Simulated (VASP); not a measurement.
# TiC (Fm-3m) in VASP: settings compared

The runs below take TiC through single point, with PBE+D3(BJ), PBE+D4, PBEsol+D4.

Program: VASP 6.6.1. These are calculated values, not measurements. Logs are shortened: lines on timing, memory, paths and dates and some standing lists are left out, and cuts for length are marked.

**1. The cell of the first run**

The structure is cubic, space group Fm-3m (No. 225). Conventional cell: a = 4.291 Å, b = 4.291 Å, c = 4.291 Å, α = 90.00°, β = 90.00°, γ = 90.00°. Ti (site symmetry m-3m) has 6 C at 2.15 Å within 2.8 Å. C (site symmetry m-3m) has 6 Ti at 2.15 Å within 2.8 Å.

**2. Single point, PBE+D3(BJ)**

INCAR reads:

```
PREC     = Accurate       # precision mode
ENCUT    = 520            # plane-wave cutoff, eV
EDIFF    = 1E-6           # SCF threshold, eV
ISMEAR   = -1             # smearing method
SIGMA    = 0.05           # smearing width, eV
LREAL    = False          # projectors in reciprocal space
LASPH    = True           # aspherical terms in the spheres
NELM     = 100            # most SCF steps
ALGO     = Normal         # electronic algorithm
ISIF     = 2              # what is computed and relaxed
LWAVE    = False          # write WAVECAR
LCHARG   = False          # write CHGCAR
GGA      = PE             # functional
IVDW     = 12             # dispersion correction
NBANDS   = 15             # bands
```

KPOINTS reads:

```
Automatic mesh
0
Gamma
  11 11 11
```

POSCAR reads:

```
TiC
1.0
    0.0000000000      2.1456620940      2.1456620940
    2.1456620940      0.0000000000      2.1456620940
    2.1456620940      2.1456620940      0.0000000000
Ti C
1 1
Direct
    0.0000000000      0.0000000000      0.0000000000
    0.5000000000      0.5000000000      0.5000000000
```

Potentials or basis: VASP PAW PBE potentials, release 64 (Ti_sv, C).

Started as:

```sh
> cat potpaw_PBE.64/Ti_sv/POTCAR potpaw_PBE.64/C/POTCAR > POTCAR
> mpirun -np 1 vasp_std > vasp.out
```

OUTCAR:

```text
PREC = Accurate
   ENCUT = 520
   EDIFF = 1E-6
   ISMEAR = -1
   LREAL = False
   LASPH = True
   NELM = 100
   ISIF = 2
   GGA = PE
   IVDW = 12
 IVDW          = 12

 ion  position               nearest neighbor table
   1  0.000  0.000  0.000-   2 2.15   2 2.15   2 2.15   2 2.15   2 2.15   2 2.15
   2  0.500  0.500  0.500-   1 2.15   1 2.15   1 2.15   1 2.15   1 2.15   1 2.15

  LATTYP: Found a face centered cubic cell.
 ALAT       =     4.2913241880

  Lattice vectors:

 A1 = (   0.0000000000,   2.1456620940,   2.1456620940)
 A2 = (   2.1456620940,   0.0000000000,   2.1456620940)
 A3 = (   2.1456620940,   2.1456620940,   0.0000000000)

Analysis of symmetry for initial positions (statically):
=====================================================================
 Subroutine PRICEL returns:
 Original cell was already a primitive cell.

 Routine SETGRP: Setting up the symmetry group for a
 face centered cubic supercell.

 Subroutine GETGRP returns: Found 48 space group operations
[... 9 lines left out ...]

 Routine SETGRP: Setting up the symmetry group for a
 face centered cubic supercell.

 Subroutine GETGRP returns: Found 48 space group operations
[... 11 lines left out ...]
                                     Primitive cell

  volume of cell :      19.7567

  direct lattice vectors                    reciprocal lattice vectors
     0.000000000  2.145662094  2.145662094    -0.233028305  0.233028305  0.233028305
     2.145662094  0.000000000  2.145662094     0.233028305 -0.233028305  0.233028305
     2.145662094  2.145662094  0.000000000     0.233028305  0.233028305 -0.233028305

  length of vectors
     3.034424434  3.034424434  3.034424434     0.403616863  0.403616863  0.403616863

  position of ions in fractional coordinates (direct lattice)
[... 8 lines left out ...]
----------------------------------------------------------------------------------------

 KPOINTS: Automatic mesh

Automatic generation of k-mesh.
 Grid dimensions read from file:
 generate k-points for:   11   11   11

 Generating k-lattice:

  Cartesian coordinates                     Fractional coordinates (reciprocal lattice)
    -0.021184391  0.021184391  0.021184391     0.090909091  0.000000000  0.000000000
     0.021184391 -0.021184391  0.021184391     0.000000000  0.090909091  0.000000000
     0.021184391  0.021184391 -0.021184391     0.000000000  0.000000000  0.090909091

  Length of vectors
     0.036692442  0.036692442  0.036692442

  Shift w.r.t. Gamma in fractional coordinates (k-lattice)
     0.000000000  0.000000000  0.000000000

 Subroutine IBZKPT returns following result:
 ===========================================

 Found     56 irreducible k-points:

 Following reciprocal coordinates:
            Coordinates               Weight
  0.000000  0.000000  0.000000      1.000000
  0.090909  0.000000  0.000000      8.000000
  0.181818  0.000000  0.000000      8.000000
  0.272727  0.000000  0.000000      8.000000
  0.363636  0.000000  0.000000      8.000000
  0.454545  0.000000  0.000000      8.000000
[... 16 lines left out ...]
 -0.272727  0.181818  0.000000     24.000000
 -0.181818  0.181818  0.000000     12.000000
 [... further k-points ...]
   k-points           NKPTS =     56   k-points in BZ     NKDIM =     56   number of bands    NBANDS=     15
   number of dos      NEDOS =    301   number of ions     NIONS =      2
   total plane-waves  NPLWV =  13824
   dimension x,y,z NGX =    24 NGY =   24 NGZ =   24
   dimension x,y,z NGXF=    48 NGYF=   48 NGZF=   48
   ions per type =               1   1
   NGX,Y,Z   is equivalent  to a cutoff of  13.15, 13.15, 13.15 a.u.
   NGXF,Y,Z  is equivalent  to a cutoff of  26.30, 26.30, 26.30 a.u.
 SYSTEM =  unknown system
   PREC   = accura    normal or accurate (medium, high low for compatibility)
   ISTART =      0    job   : 0-new  1-cont  2-samecut
   ICHARG =      2    charge: 1-file 2-atom 10-const
   ISPIN  =      1    spin polarized calculation?
   LNONCOLLINEAR =      F non collinear calculations
   LSORBIT =      F    spin-orbit coupling
   LASPH  =      T    aspherical Exc in radial PAW
   ENCUT  =  520.0 eV  38.22 Ry    6.18 a.u.   5.64  5.64  5.64*2*pi/ulx,y,z
   NELM   =    100;   NELMIN=  2; NELMDL= -5     # of ELM steps
   EDIFF  = 0.1E-05   stopping-criterion for ELM
   LREAL  =      F    real-space projection
   EDIFFG = 0.1E-04   stopping-criterion for IOM
   NSW    =      0    number of steps for IOM
   IBRION =     -1    ionic relax: 0-MD 1-quasi-New 2-CG
   NFREE  =      0    steps in history (QN), initial steepest desc. (CG)
   ISIF   =      2    stress and relaxation
   ISYM   =      2    0-nonsym 1-usesym 2-fastsym
   POTIM  = 0.5000    time-step for ionic-motion
   TEBEG  =    0.0;   TEEND  =   0.0 temperature during run
   PSTRESS=    0.0 pullay stress
   NELECT =      16.0000    total number of electrons
   NUPDOWN=      -1.0000    fix difference up-down
   EMIN   =  10.00;   EMAX   =-10.00  energy-range for DOS
   EFERMI =   0.00;   METHOD = LEGACY
   ISMEAR =    -1;   SIGMA  =   0.05  broadening in eV -4-tet -1-fermi 0-gaus
   EFERMI_NEDOS =   21; number of points for ismear=-14 and -15
   IALGO  =     38    algorithm
   IMIX   =      4    mixing-type and parameters
     AMIX     =   0.40;   BMIX     =  1.00
     AMIX_MAG =   1.60;   BMIX_MAG =  1.00
  volume/ion in A,a.u.               =       9.88        66.66
  Fermi-wavevector in a.u.,A,eV,Ry     =   1.525961  2.883649 31.681950  2.328558
  Thomas-Fermi vector in A             =   2.634060
   LORBIT       =      0    0 simple, 1 ext, 2 COOP (PROOUT), +10 PAW based schemes
   GGA     = PE    functional components
   LHFCALC =     F    Hartree Fock is set to
   AEXX    =    0.0000 exact exchange contribution
   IVDW    =    12    specifies the selected vdW correction
   LEPSILON=     F    determine dielectric tensor
   LRPA    =     F    only Hartree local field effects (RPA)
 non-spin polarized calculation
  energy-cutoff  :      520.00
  volume of cell :       19.76
 maximum number of plane-waves:       542
   NGX = 11   NGY = 11   NGZ = 11

 number of electron      16.0000003 magnetization

 Free energy of the ion-electron system (eV)
  ---------------------------------------------------
  ext. energy  EPLUGINS =         0.00000000
  ---------------------------------------------------
  free energy    TOTEN  =       -18.69566063 eV

  energy without entropy =      -18.69327763  energy(sigma->0) =      -18.69446913

 E-fermi :   9.8099     XC(G=0): -12.8433

 val. band max:        9.6928839762   @ k =   0.4545   0.4545   0.0000
 cond. band min:       9.8958602474   @ k =   0.0909   0.0000   0.0000
 fundamental gap:      0.2029762711
 Fermi energy:         9.8099273511

 k-point     1 :       0.0000    0.0000    0.0000
  band No.  band energies     occupation
      1     -46.7665      2.00000
      2     -22.7751      2.00000
      3     -22.7751      2.00000
      4     -22.7751      2.00000
      5      -2.7836      2.00000
      6      10.4459      0.00001
      7      10.4459      0.00001
      8      10.4459      0.00001
      9      11.4574      0.00000
     10      11.4574      0.00000
     11      11.4574      0.00000
     12      11.5152      0.00000
     13      11.5152      0.00000
     14      20.6417      0.00000
     15      23.8880      0.00000

 k-point     2 :       0.0909    0.0000    0.0000
  band No.  band energies     occupation
      1     -46.7600      2.00000
      2     -22.8205      2.00000
      3     -22.7793      2.00000
      4     -22.7793      2.00000
      5      -2.5908      2.00000
      6       9.6107      1.96348
      7       9.8959      0.30409
      8       9.8959      0.30408
      9      10.7857      0.00000
     10      10.7857      0.00000
     11      11.8727      0.00000
     12      13.0188      0.00000
     13      13.0188      0.00000
     14      20.9583      0.00000
     15      23.9729      0.00000

 k-point     3 :       0.1818    0.0000    0.0000
  band No.  band energies     occupation
      1     -46.7425      2.00000
      2     -22.9407      2.00000
      3     -22.7905      2.00000
      4     -22.7905      2.00000
      5      -2.0383      2.00000
      6       8.1459      2.00000
      7       8.7294      2.00000
      8       8.7294      2.00000
      9      11.1429      0.00000
     10      11.1429      0.00000
     11      12.3316      0.00000
     12      14.6190      0.00000
     13      14.6190      0.00000
     14      21.4498      0.00000
     15      24.0266      0.00000

 k-point     4 :       0.2727    0.0000    0.0000
  band No.  band energies     occupation
      1     -46.7195      2.00000
      2     -23.0947      2.00000
      3     -22.8051      2.00000
      4     -22.8051      2.00000
      5      -1.1999      2.00000
      6       6.5621      2.00000
      7       7.7841      2.00000
      8       7.7841      2.00000
      9      11.7159      0.00000
     10      11.7159      0.00000
     11      12.7899      0.00000
     12      16.1214      0.00000
     13      16.1214      0.00000
     14      20.8509      0.00000
     15      24.6850      0.00000
[... 307 lines left out ...]
 k-point    22 :      -0.3636    0.1818    0.0000
  band No.  band energies     occupation
      1     -46.6780      2.00000
      2     -23.2389      2.00000
      3     -22.9482      2.00000
      4     -22.8400      2.00000
      5       0.4003      2.00000
      6       4.6837      2.00000
      7       6.8267      2.00000
      8       7.0118      2.00000
      9      12.3840      0.00000
     10      12.7495      0.00000
     11      13.7003      0.00000
     12      16.0183      0.00000
     13      17.8297      0.00000
     14      20.3245      0.00000
     15      24.0515      0.00000

 k-point    23 :      -0.2727    0.1818    0.0000
  band No.  band energies     occupation
      1     -46.6922      2.00000
      2     -23.1661      2.00000
      3     -22.9363      2.00000
      4     -22.8163      2.00000
      5      -0.2405      2.00000
      6       5.4284      2.00000
      7       7.1357      2.00000
      8       7.2011      2.00000
      9      11.8221      0.00000
     10      12.8170      0.00000
     11      13.6473      0.00000
     12      15.0610      0.00000
     13      17.9144      0.00000
     14      21.0526      0.00000
     15      23.6134      0.00000

 k-point    24 :      -0.1818    0.1818    0.0000
  band No.  band energies     occupation
      1     -46.7118      2.00000
      2     -23.0766      2.00000
      3     -22.8934      2.00000
      4     -22.7964      2.00000
      5      -1.0055      2.00000
      6       6.4279      2.00000
      7       7.5105      2.00000
      8       7.7560      2.00000
      9      11.3341      0.00000
     10      12.4933      0.00000
     11      13.4209      0.00000
     12      14.2750      0.00000
     13      17.2271      0.00000
     14      21.8398      0.00000
     15      23.4712      0.00000

 [... further k-points ...]

------------------------ aborting loop because EDIFF is reached ----------------------------------------

 Edisp (eV)   -0.91705

 E8    (eV) :    -0.3940

  FORCE on cell =-STRESS in cart. coord.  units (eV):
  Direction    XX          YY          ZZ          XY          YZ          ZX
  --------------------------------------------------------------------------------------
  -------------------------------------------------------------------------------------
  Total       0.02532     0.02532     0.02532     0.00000     0.00000    -0.00000
  in kB       2.05295     2.05295     2.05295     0.00000     0.00000    -0.00000
  external pressure =        2.05 kB  Pullay stress =        0.00 kB

 VOLUME and BASIS-vectors are now :
 -----------------------------------------------------------------------------
  energy-cutoff  :      520.00
  volume of cell :       19.76
      direct lattice vectors                 reciprocal lattice vectors
     0.000000000  2.145662094  2.145662094    -0.233028305  0.233028305  0.233028305
     2.145662094  0.000000000  2.145662094     0.233028305 -0.233028305  0.233028305
     2.145662094  2.145662094  0.000000000     0.233028305  0.233028305 -0.233028305

 POSITION                                       TOTAL-FORCE (eV/Angst)
 -----------------------------------------------------------------------------------
      0.00000      0.00000      0.00000         0.000000      0.000000      0.000000
      2.14566      2.14566      2.14566        -0.000000      0.000000     -0.000000
 -----------------------------------------------------------------------------------
    total drift:                                0.000000     -0.000000     -0.000000

  FREE ENERGIE OF THE ION-ELECTRON SYSTEM (eV)
  ---------------------------------------------------
  free  energy   TOTEN  =       -19.6127078001 eV

  energy  without entropy=      -19.6103248027  energy(sigma->0) =      -19.61151630
```

It took 20 s on 1 thread of AMD EPYC 7R43 (Zen 3), shared host; peak memory 0.12 GiB.

What came out:

```yaml
Free_energy: -19.6127 eV
Pressure: 0.2 GPa
Band_gap_on_the_k_mesh: zero (band 8 reaches 10.45 eV, above the bottom of band 9 at 9.33 eV)
Dispersion_energy_per_atom: -0.459 eV
```

Levels at points of the mesh, in eV from the Fermi level:
```
           k point  band 4  band 5  band 6  band 7  band 8  band 9  band 10  band 11  band 12  band 13
(0.00, 0.00, 0.00)  -32.59  -12.59    0.64    0.64    0.64    1.65     1.65     1.65     1.71     1.71
```

Caveat: pairwise dispersion overbinds metals, which lowers pressure and volume.

**3. Single point, PBE+D4**

This run uses another cell than the first one, of 9.98 Å³/atom, 1.010 times its volume.

INCAR reads:

```
PREC = Accurate ; ENCUT = 520
EDIFF = 1E-6 ; ISMEAR = -1
SIGMA = 0.05 ; LREAL = F
LASPH = T ; NELM = 100
ALGO = Normal ; ISIF = 2
LWAVE = F ; LCHARG = F
GGA = PE ; IVDW = 13
NBANDS = 15
```

KPOINTS reads:

```
regular mesh
0
Gamma
  11 11 11
```

POSCAR reads:

```
TiC
1.0
    0.0000000000      2.1527487968      2.1527487968
    2.1527487968      0.0000000000      2.1527487968
    2.1527487968      2.1527487968      0.0000000000
Ti C
1 1
Direct
    0.0000000000      0.0000000000      0.0000000000
    0.5000000000      0.5000000000      0.5000000000
```

Potentials or basis: VASP PAW PBE potentials, release 64 (Ti_sv, C).

Started as:

```sh
> cat potpaw_PBE.64/Ti_sv/POTCAR potpaw_PBE.64/C/POTCAR > POTCAR
> mpirun -np 1 vasp_std > vasp.out
```

Run time: 21 s. Hardware: 1 thread of AMD EPYC 7R43 (Zen 3), shared host; peak memory 0.11 GiB.

Results (log left out):

```yaml
Free_energy: -19.2679 eV
Pressure: 0.2 GPa
Band_gap_on_the_k_mesh: zero (band 8 reaches 10.32 eV, above the bottom of band 9 at 9.21 eV)
Dispersion_energy_per_atom: -0.282 eV
```

Levels at points of the mesh, in eV from the Fermi level:
```tsv
k point	band 6	band 7	band 8	band 9	band 10	band 11
(0.00, 0.00, 0.00)	0.63	0.63	0.63	1.64	1.64	1.64
```

Caveat: pairwise dispersion overbinds metals, which lowers pressure and volume.

(Continued in part 2 of 2.)
